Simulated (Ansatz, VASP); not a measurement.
## HfC: VASP beside Ansatz

```
Hf C
1.0
     3.33034    0.00000    0.00000
    -1.66517    2.88416    0.00000
     0.00000    0.00000    5.22585
Hf C
2 2
Direct
  0.66667 0.33333 0.75000
  0.33333 0.66667 0.25000
  0.00000 0.00000 0.00000
  0.00000 0.00000 0.50000
```

Alike in both runs: functional PBE; k mesh 18 × 18 × 8; occupations gaussian, width 0.1 eV; no spin polarisation.

Ansatz relaxed the structure, and its values are those at the end. VASP's run is a single point on that final structure, the one shown.

|  | VASP | Ansatz |
| --- | --- | --- |
| version | VASP 6.6.1 | Ansatz 0.2.0 |
| potentials or method | VASP PAW PBE potentials, release 64 (Hf_pv, C), cutoff 520 eV | scalar-relativistic, plane waves, PAW |
| valence electrons in the cell | 28 | 60 |

```tsv
	VASP	Ansatz	Ansatz less VASP
gap on the k mesh at the Fermi level (eV)	none	none	-
pressure (GPa)	-0.7	0.0	+0.71
```

A gap of «none» marks a metal or a gap that the smearing closes. VASP's potentials hold 28 valence electrons a cell and Ansatz's 60, so a difference there can come from the potentials and not from the codes.

Spin-orbit coupling is off throughout.
